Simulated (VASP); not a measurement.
# Fe (P6_3/mmc) in VASP: notebook

Runs on Fe. Level: PBEsol. Tasks: single point.

Everything below comes from runs of VASP 6.6.1. Logs are shortened: lines on timing, memory, paths and dates and some standing lists are left out, and cuts for length are marked.

## (1) The cell of the first run

The structure is hexagonal, space group P6_3/mmc (No. 194). Conventional cell: a = 2.401 Å, b = 2.401 Å, c = 3.790 Å, α = 90.00°, β = 90.00°, γ = 120.00°. Fe (site symmetry -6m2) has 12 Fe at 2.35 to 2.40 Å within 3.1 Å.

This isn't the form of Fe at room conditions, which is bcc.

## (2) Single point, PBEsol (9.46 Å³/atom)

INCAR

```
ALGO     = Normal         # electronic algorithm
EDIFF    = 1E-6           # SCF threshold, eV
ENCUT    = 520            # plane-wave cutoff, eV
GGA      = PS             # functional
ISIF     = 2              # what is computed and relaxed
ISMEAR   = -1             # smearing method
LASPH    = T              # aspherical terms in the spheres
LCHARG   = T              # write CHGCAR
LELF     = T              # ELF
LREAL    = F              # projectors in reciprocal space
LVHAR    = T            
LWAVE    = F              # write WAVECAR
NBANDS   = 15             # bands
NELM     = 60             # most SCF steps
PREC     = Accurate       # precision mode
SIGMA    = 0.08           # smearing width, eV
```

KPOINTS

```
k-points
0
Gamma
  17 17 10
```

POSCAR

```
Fe
1.0
    2.4012595311      0.0000000000      0.0000000000
   -1.2006297656      2.0795517550      0.0000000000
    0.0000000000      0.0000000000      3.7900100715
Fe
2
Direct
    0.3333333333      0.6666666667      0.2500000000
    0.6666666667      0.3333333333      0.7500000000
```

Potentials or basis: VASP PAW PBE potentials, release 64 (Fe).

Run with:

```
$ cat potpaw_PBE.64/Fe/POTCAR > POTCAR
$ mpirun -np 1 vasp_std > vasp.out
```

OUTCAR:

```text
EDIFF = 1E-6
   ENCUT = 520
   GGA = PS
   ISIF = 2
   ISMEAR = -1
   LASPH = T
   LREAL = F
   NELM = 60
   PREC = Accurate

 ion  position               nearest neighbor table
   1  0.333  0.667  0.250-   2 2.35   2 2.35   2 2.35   2 2.35   2 2.35   2 2.35
   2  0.667  0.333  0.750-   1 2.35   1 2.35   1 2.35   1 2.35   1 2.35   1 2.35

  LATTYP: Found a hexagonal cell.
 ALAT       =     2.4012595311
 C/A-ratio  =     1.5783425417

  Lattice vectors:

 A1 = (   2.4012595311,   0.0000000000,   0.0000000000)
 A2 = (  -1.2006297656,   2.0795517550,   0.0000000000)
 A3 = (   0.0000000000,   0.0000000000,   3.7900100715)

Analysis of symmetry for initial positions (statically):
=====================================================================
 Subroutine PRICEL returns:
 Original cell was already a primitive cell.

 Routine SETGRP: Setting up the symmetry group for a
 hexagonal supercell.

 Subroutine GETGRP returns: Found 24 space group operations
 (whereof 12 operations were pure point group operations)
 out of a pool of 24 trial point group operations.

The static configuration has the point symmetry D_3d.
 The point group associated with its full space group is D_6h.

Analysis of symmetry for dynamics (positions and initial velocities):
=====================================================================
 Subroutine PRICEL returns:
 Original cell was already a primitive cell.

 Routine SETGRP: Setting up the symmetry group for a
 hexagonal supercell.

 Subroutine GETGRP returns: Found 24 space group operations
 (whereof 12 operations were pure point group operations)
 out of a pool of 24 trial point group operations.

The dynamic configuration has the point symmetry D_3d.
 The point group associated with its full space group is D_6h.

 Subroutine INISYM returns: Found 24 space group operations
 (whereof 12 operations are pure point group operations),
 and found     1 'primitive' translations

----------------------------------------------------------------------------------------

                                     Primitive cell

  volume of cell :      18.9256

  direct lattice vectors                    reciprocal lattice vectors
     2.401259531  0.000000000  0.000000000     0.416448113  0.240436430  0.000000000
    -1.200629766  2.079551755  0.000000000     0.000000000  0.480872860  0.000000000
     0.000000000  0.000000000  3.790010071     0.000000000  0.000000000  0.263851542

  length of vectors
     2.401259531  2.401259531  3.790010071     0.480872860  0.480872860  0.263851542

[... 91 lines left out ...]
   NELECT =      16.0000    total number of electrons
   NUPDOWN=      -1.0000    fix difference up-down
   EMIN   =  10.00;   EMAX   =-10.00  energy-range for DOS
   EFERMI =   0.00;   METHOD = LEGACY
   ISMEAR =    -1;   SIGMA  =   0.08  broadening in eV -4-tet -1-fermi 0-gaus
   EFERMI_NEDOS =   21; number of points for ismear=-14 and -15
   IALGO  =     38    algorithm
   IMIX   =      4    mixing-type and parameters
     AMIX     =   0.40;   BMIX     =  1.00
     AMIX_MAG =   1.60;   BMIX_MAG =  1.00
  volume/ion in A,a.u.               =       9.46        63.86
  Fermi-wavevector in a.u.,A,eV,Ry     =   1.547979  2.925256 32.602815  2.396239
  Thomas-Fermi vector in A             =   2.652995
   LORBIT       =      0    0 simple, 1 ext, 2 COOP (PROOUT), +10 PAW based schemes
   GGA     = PS    functional components
   LHFCALC =     F    Hartree Fock is set to
   AEXX    =    0.0000 exact exchange contribution
   IVDW    =     0    specifies the selected vdW correction
   LEPSILON=     F    determine dielectric tensor
   LRPA    =     F    only Hartree local field effects (RPA)
 non-spin polarized calculation
  energy-cutoff  :      520.00
  volume of cell :       18.93
 maximum number of plane-waves:       537
 NGX is ok and might be reduce to    18
   NGX =  9   NGY =  9   NGZ = 15

 number of electron      15.9999996 magnetization

 Free energy of the ion-electron system (eV)
  ---------------------------------------------------
  ext. energy  EPLUGINS =         0.00000000
  ---------------------------------------------------
  free energy    TOTEN  =       -17.86988398 eV

  energy without entropy =      -17.81963914  energy(sigma->0) =      -17.84476156

 E-fermi :   7.6209     XC(G=0): -14.3912

 val. band max:        7.6194823656   @ k =   0.2941   0.0000   0.0000
 cond. band min:       7.6283091645   @ k =   0.2941   0.0000   0.1000
 fundamental gap:      0.0088267989
 Fermi energy:         7.6208672163

 k-point     1 :       0.0000    0.0000    0.0000
  band No.  band energies     occupation
      1      -1.7776      2.00000
      2       2.1906      2.00000
      3       5.7627      2.00000
      4       5.7627      2.00000
      5       5.9225      2.00000
      6       6.2918      2.00000
      7       6.2918      2.00000
      8       6.6679      1.99999
      9       6.6679      1.99999
     10       8.1802      0.00184
     11       8.4159      0.00010
     12       8.4159      0.00010
     13      17.1733      0.00000
     14      30.0791      0.00000
[... 401 lines left out ...]
      2       3.5693      2.00000
      3       3.9204      2.00000
      4       4.1042      2.00000
      5       5.5016      2.00000
      6       5.9438      2.00000
      7       6.3808      2.00000
      8       7.0971      1.99714
      9       7.7377      0.37665
     10       8.3291      0.00029
     11       8.6590      0.00000
     12      15.4662      0.00000
     13      17.5309      0.00000
     14      21.7599      0.00000
     15      22.6419      0.00000

 [... further k-points ...]

------------------------ aborting loop because EDIFF is reached ----------------------------------------

  FORCE on cell =-STRESS in cart. coord.  units (eV):
  Direction    XX          YY          ZZ          XY          YZ          ZX
  --------------------------------------------------------------------------------------
  -------------------------------------------------------------------------------------
  Total        1.4234501      1.4234501      1.5864435     -0.0000000     -0.0000000      0.0000000
  in kB      120.5046044    120.5046044    134.3030838     -0.0000000     -0.0000000      0.0000000
  external PRESSURE =     125.1040976 kB  Pullay stress =       0.0000000 kB

 VOLUME and BASIS-vectors are now :
 -----------------------------------------------------------------------------
  energy-cutoff  :      520.00
  volume of cell :       18.93
      direct lattice vectors                 reciprocal lattice vectors
     2.401259531  0.000000000  0.000000000     0.416448113  0.240436430  0.000000000
    -1.200629766  2.079551755  0.000000000     0.000000000  0.480872860  0.000000000
     0.000000000  0.000000000  3.790010071     0.000000000  0.000000000  0.263851542

 POSITION                                       TOTAL-FORCE (eV/Angst)
 -----------------------------------------------------------------------------------
     -0.00000      1.38637      0.94750         0.000000      0.000000      0.000000
      1.20063      0.69318      2.84251        -0.000000     -0.000000      0.000000
 -----------------------------------------------------------------------------------
    total drift:                                0.000000      0.000000     -0.000000

  FREE ENERGIE OF THE ION-ELECTRON SYSTEM (eV)
  ---------------------------------------------------
  free  energy   TOTEN  =       -17.8698839759 eV

  energy  without entropy=      -17.8196391383  energy(sigma->0) =      -17.84476156
```

OSZICAR:

```text
N       E                     dE             d eps       ncg     rms          rms(c)
DAV:   1     0.758509531886E+02    0.75851E+02   -0.71778E+03  6028   0.145E+03
DAV:   2    -0.192820987845E+02   -0.95133E+02   -0.84675E+02  5940   0.248E+02
DAV:   3    -0.212527035086E+02   -0.19706E+01   -0.18985E+01  7235   0.516E+01
DAV:   4    -0.212646769218E+02   -0.11973E-01   -0.11972E-01  7025   0.350E+00
DAV:   5    -0.212648283309E+02   -0.15141E-03   -0.15141E-03  7403   0.385E-01    0.199E+01
DAV:   6    -0.180607460543E+02    0.32041E+01   -0.11941E+01  6703   0.754E+01    0.181E+00
DAV:   7    -0.179143251519E+02    0.14642E+00   -0.68249E-01  7116   0.161E+01    0.110E+00
DAV:   8    -0.178835667876E+02    0.30758E-01   -0.39134E-03  8949   0.939E-01    0.548E-01
DAV:   9    -0.178698675566E+02    0.13699E-01   -0.24421E-03  8793   0.598E-01    0.631E-02
DAV:  10    -0.178698988289E+02   -0.31272E-04   -0.15284E-04  7652   0.207E-01    0.375E-02
DAV:  11    -0.178698834957E+02    0.15333E-04   -0.98309E-06  7982   0.702E-02    0.408E-03
DAV:  12    -0.178698839759E+02   -0.48021E-06   -0.47713E-07  4078   0.875E-03
   1 F= -.17869884E+02 E0= -.17844762E+02  d E =-.502448E-01
```

stdout:

```text
POSCAR found type information on POSCAR Fe
 POSCAR found :  1 types and       2 ions
 scaLAPACK will be used
 -----------------------------------------------------------------------------
|                                                                             |
|                                                                             |
|     You enforced a specific xc type in the INCAR file but a different       |
|     I HOPE YOU KNOW WHAT YOU ARE DOING!                                     |
|                                                                             |
 -----------------------------------------------------------------------------

 LDA part: xc-table for (Slater+PW92), standard interpolation
 POSCAR, INCAR and KPOINTS ok, starting setup
 FFT: planning ... GRIDC
 FFT: planning ... GRID_SOFT
 FFT: planning ... GRID
 WAVECAR not read
 entering main loop
```

It took 52 s on 1 thread of Intel Xeon 8259CL, shared host; peak memory 0.16 GiB.

What came out:

| Item | Value |
| --- | --- |
| Free energy | -17.8699 eV |
| Pressure | 12.5 GPa |
| Band gap on the k mesh | zero (bands 8 and 9 overlap by 2.04 eV) |

Stress tensor (GPa, compression positive):
```
12.05  0.00  0.00
 0.00 12.05  0.00
 0.00  0.00 13.43
```

Caveat: the cell stands under pressure; the PAW data sets were made with another functional, which shifts forces and pressure a little; the run has no spin polarisation, though such a crystal can be magnetic. Spin polarisation is off, so any magnetic state and its effect on volume and gap are missing.

## (3) Single point, PBEsol (zz strain of -3 %)

INCAR

```
PREC = Accurate ; ENCUT = 520
EDIFF = 1E-6 ; ISMEAR = -1
SIGMA = 0.08 ; LREAL = F
LASPH = T ; NELM = 80
ALGO = Normal ; ISIF = 2
LWAVE = F ; LCHARG = F
GGA = PS ; NBANDS = 15
```

KPOINTS

```
regular mesh
0
Gamma
  17 17 10
```

POSCAR

```
Fe
1.0
    2.4341575853      0.0000000000      0.0000000000
   -1.2170787927      2.1080423057      0.0000000000
    0.0000000000      0.0000000000      3.7266764359
Fe
2
Direct
    0.3333333333      0.6666666667      0.2500000000
    0.6666666667      0.3333333333      0.7500000000
```

Potentials or basis: VASP PAW PBE potentials, release 64 (Fe).

Run with:

```
$ cat potpaw_PBE.64/Fe/POTCAR > POTCAR
$ mpirun -np 1 vasp_std > vasp.out
```

It took 72 s on 1 thread of Intel Xeon 8259CL, shared host; peak memory 0.16 GiB.

Results (log left out):

* Free energy: -17.8608 eV
* Pressure: 9.3 GPa
* Band gap on the k mesh: zero (bands 8 and 9 overlap by 1.98 eV)

Stress tensor (GPa, compression positive):
```
 3.67  0.00  0.00
 0.00  3.67  0.00
 0.00  0.00 20.59
```

Levels at points of the mesh, in eV from the Fermi level:
```
           k point  band 4  band 5  band 6  band 7  band 8  band 9  band 10  band 11  band 12  band 13
(0.00, 0.00, 0.00)   -1.86   -1.46   -1.28   -1.28   -1.10   -1.10     0.79     0.79     0.98     9.89
(0.00, 0.00, 0.50)   -2.12   -2.05   -2.05   -2.05   -2.05    0.38     0.38     0.38     0.38    18.68
```

Caveat: the cell differs from its parent crystal (zz strain of -3 %); the cell stands under pressure; the PAW data sets were made with another functional, which shifts forces and pressure a little; the run has no spin polarisation, though such a crystal can be magnetic. Spin polarisation is off, so any magnetic state and its effect on volume and gap are missing.

## (4) Single point, PBEsol (zz strain of -2 %)

INCAR

```
SYSTEM = Fe
  PREC = Accurate
  ENCUT = 520
  EDIFF = 1E-7
  ISMEAR = -1
  SIGMA = 0.08
  LREAL = .FALSE.
  LASPH = .TRUE.
  NELM = 80
  ALGO = Normal
  ISIF = 2
  LWAVE = .FALSE.
  LCHARG = .TRUE.
  GGA = PS
  LELF = .TRUE.
  LVHAR = .TRUE.
  NBANDS = 15
```

KPOINTS

```
regular mesh
0
G
  17 17 10
  0 0 0
```

Changes to POSCAR since step 3:

```diff
@@ -4,3 +4,3 @@
    -1.2170787927      2.1080423057      0.0000000000
-    0.0000000000      0.0000000000      3.7266764359
+    0.0000000000      0.0000000000      3.7650957806
 Fe
```

Potentials or basis: VASP PAW PBE potentials, release 64 (Fe).

Run with:

```
$ cat potpaw_PBE.64/Fe/POTCAR > POTCAR
$ mpirun -np 1 vasp_std > vasp.out
```

OUTCAR:

```text
SYSTEM = Fe
   PREC = Accurate
   ENCUT = 520
   EDIFF = 1E-7
   ISMEAR = -1
   LREAL = .FALSE.
   LASPH = .TRUE.
   NELM = 80
   ISIF = 2
   GGA = PS

 ion  position               nearest neighbor table
   1  0.333  0.667  0.250-   2 2.35   2 2.35   2 2.35   2 2.35   2 2.35   2 2.35
   2  0.667  0.333  0.750-   1 2.35   1 2.35   1 2.35   1 2.35   1 2.35   1 2.35

  LATTYP: Found a hexagonal cell.
 ALAT       =     2.4341575853
 C/A-ratio  =     1.5467756908

  Lattice vectors:

 A1 = (   2.4341575853,   0.0000000000,   0.0000000000)
 A2 = (  -1.2170787927,   2.1080423057,   0.0000000000)
 A3 = (   0.0000000000,   0.0000000000,   3.7650957806)

Analysis of symmetry for initial positions (statically):
=====================================================================
 Subroutine PRICEL returns:
 Original cell was already a primitive cell.

 Routine SETGRP: Setting up the symmetry group for a
 hexagonal supercell.

 Subroutine GETGRP returns: Found 24 space group operations
 (whereof 12 operations were pure point group operations)
 out of a pool of 24 trial point group operations.

The static configuration has the point symmetry D_3d.
[... 177 lines left out ...]
      6       6.1011      2.00000
      7       6.1011      2.00000
      8       6.3418      1.99999
      9       6.3418      1.99999
     10       8.1471      0.00013
     11       8.1471      0.00013
     12       8.1978      0.00007
     13      17.0014      0.00000
     14      29.3950      0.00000
[... 401 lines left out ...]
      2       3.3642      2.00000
      3       3.8021      2.00000
      4       3.9360      2.00000
      5       5.2734      2.00000
      6       5.8146      2.00000
      7       6.1501      2.00000
      8       6.9590      1.98877
      9       7.4385      0.61268
     10       8.0187      0.00063
     11       8.4309      0.00000
     12      15.2311      0.00000
     13      17.3207      0.00000
     14      21.0502      0.00000
     15      21.9020      0.00000

 [... further k-points ...]

------------------------ aborting loop because EDIFF is reached ----------------------------------------

  FORCE on cell =-STRESS in cart. coord.  units (eV):
  Direction    XX          YY          ZZ          XY          YZ          ZX
  --------------------------------------------------------------------------------------
  -------------------------------------------------------------------------------------
  Total        0.1986721      0.1986721      1.5512037     -0.0000000      0.0000000      0.0000000
  in kB       16.4756851     16.4756851    128.6398090     -0.0000000      0.0000000      0.0000000
  external PRESSURE =      53.8637264 kB  Pullay stress =       0.0000000 kB

 VOLUME and BASIS-vectors are now :
 -----------------------------------------------------------------------------
  energy-cutoff  :      520.00
  volume of cell :       19.32
      direct lattice vectors                 reciprocal lattice vectors
     2.434157585  0.000000000  0.000000000     0.410819746  0.237186891  0.000000000
    -1.217078793  2.108042306  0.000000000     0.000000000  0.474373781  0.000000000
     0.000000000  0.000000000  3.765095781     0.000000000  0.000000000  0.265597493

 POSITION                                       TOTAL-FORCE (eV/Angst)
 -----------------------------------------------------------------------------------
     -0.00000      1.40536      0.94127         0.000000      0.000000      0.000000
      1.21708      0.70268      2.82382        -0.000000     -0.000000      0.000000
 -----------------------------------------------------------------------------------
    total drift:                                0.000000     -0.000000     -0.000000

  FREE ENERGIE OF THE ION-ELECTRON SYSTEM (eV)
  ---------------------------------------------------
  free  energy   TOTEN  =       -17.8813085171 eV

  energy  without entropy=      -17.8301171154  energy(sigma->0) =      -17.85571282
```

OSZICAR:

```text
N       E                     dE             d eps       ncg     rms          rms(c)
DAV:   1     0.746072037127E+02    0.74607E+02   -0.72835E+03  6068   0.145E+03
DAV:   2    -0.193376991631E+02   -0.93945E+02   -0.83875E+02  5940   0.246E+02
DAV:   3    -0.213090085969E+02   -0.19713E+01   -0.19035E+01  7116   0.515E+01
DAV:   4    -0.213208648070E+02   -0.11856E-01   -0.11855E-01  7144   0.341E+00
DAV:   5    -0.213210136473E+02   -0.14884E-03   -0.14884E-03  7242   0.379E-01    0.195E+01
DAV:   6    -0.180871396313E+02    0.32339E+01   -0.12542E+01  6598   0.768E+01    0.206E+00
DAV:   7    -0.179248477208E+02    0.16229E+00   -0.76757E-01  7046   0.172E+01    0.106E+00
DAV:   8    -0.178954534431E+02    0.29394E-01   -0.42449E-03  8933   0.101E+00    0.535E-01
DAV:   9    -0.178812932545E+02    0.14160E-01   -0.24628E-03  8865   0.602E-01    0.654E-02
DAV:  10    -0.178813264805E+02   -0.33226E-04   -0.17236E-04  7572   0.230E-01    0.394E-02
DAV:  11    -0.178813079794E+02    0.18501E-04   -0.13185E-05  7771   0.812E-02    0.300E-03
DAV:  12    -0.178813082094E+02   -0.23005E-06   -0.72988E-07  6745   0.108E-02    0.184E-03
DAV:  13    -0.178813083476E+02   -0.13816E-06   -0.11343E-08  3678   0.152E-03    0.527E-04
DAV:  14    -0.178813085214E+02   -0.17375E-06   -0.26186E-09  3418   0.547E-04    0.685E-05
DAV:  15    -0.178813085171E+02    0.42639E-08   -0.37833E-10  3334   0.229E-04
   1 F= -.17881309E+02 E0= -.17855713E+02  d E =-.511914E-01
```

Run time: 100 s. Hardware: 1 thread of Intel Xeon 8259CL, shared host; peak memory 0.16 GiB.

Results:

```yaml
Free_energy: -17.8813 eV
Pressure: 5.4 GPa
Band_gap_on_the_k_mesh: zero (bands 8 and 9 overlap by 1.93 eV)
```

Levels at points of the mesh, in eV from the Fermi level:
```
           k point  band 6  band 7  band 8  band 9  band 10  band 11
(0.00, 0.00, 0.00)   -1.27   -1.27   -1.03   -1.03     0.77     0.77
(0.00, 0.00, 0.50)   -1.99   -1.99   -1.99    0.36     0.36     0.36
```

Caveat: the cell differs from its parent crystal (zz strain of -2 %); the cell stands under pressure; the PAW data sets were made with another functional, which shifts forces and pressure a little; the run has no spin polarisation, though such a crystal can be magnetic.

## (5) The runs side by side

| cell | gap on the mesh (eV) | pressure (GPa) |
| --- | --- | --- |
| a = 2.401, b = 2.401, c = 3.790 Å, angles 90.0, 90.0, 120.0°, 2 atoms | none | 12.5 |
| a = 2.434, b = 2.434, c = 3.727 Å, angles 90.0, 90.0, 120.0°, 2 atoms | none | 9.3 |
| a = 2.434, b = 2.434, c = 3.765 Å, angles 90.0, 90.0, 120.0°, 2 atoms | none | 5.4 |

Alike in all rows: task single point; level PBEsol; potentials or basis VASP PAW PBE potentials, release 64 (Fe); no spin polarisation; k mesh 17 × 17 × 10; cutoff (eV) 520; smearing fermi-dirac 0.08 eV.

Caveats: the cell stands under pressure; the PAW data sets were made with another functional, which shifts forces and pressure a little; the run has no spin polarisation, though such a crystal can be magnetic.

Absolute energies hang on the potentials; compare differences alone.
